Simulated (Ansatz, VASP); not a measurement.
Two plane-wave programs on Mg3Be

```
Mg Be
1.0
     0.00000    3.33725    3.33725
     3.33725    0.00000    3.33725
     3.33725    3.33725    0.00000
Mg Be
3 1
Cartesian
  5.0059 5.0059 5.0059
  1.6686 1.6686 1.6686
  0.0000 0.0000 0.0000
  3.3372 3.3372 3.3372
```

Alike in both runs: task relaxation of cell and atoms; functional PBE; k mesh 12 × 12 × 12; occupations gaussian, width 0.1 eV; no spin polarisation.

|  | VASP | Ansatz |
| --- | --- | --- |
| version | VASP 6.6.1 | Ansatz 0.2.0 |
| potentials or method | VASP PAW PBE potentials, release 64 (Mg, Be), cutoff 600 eV | scalar-relativistic, plane waves, PAW |
| valence electrons in the cell | 8 | 32 |

Ansatz gave:

* gap on the k mesh at the Fermi level, each at its own relaxed structure (eV): none
* relaxed volume (Å³/atom): 18.51
* relaxed length of the cell vector where the two differ most in proportion (Å): 4.714

**Question.** Which values does VASP return?

**Answer.** gap on the k mesh at the Fermi level, each at its own relaxed structure (eV): none; relaxed volume (Å³/atom): 18.50; relaxed length of the cell vector where the two differ most in proportion (Å): 4.712.

A gap of «none» marks a metal or a gap that the smearing closes. VASP's potentials hold 8 valence electrons a cell and Ansatz's 32, so a difference there can come from the potentials and not from the codes.
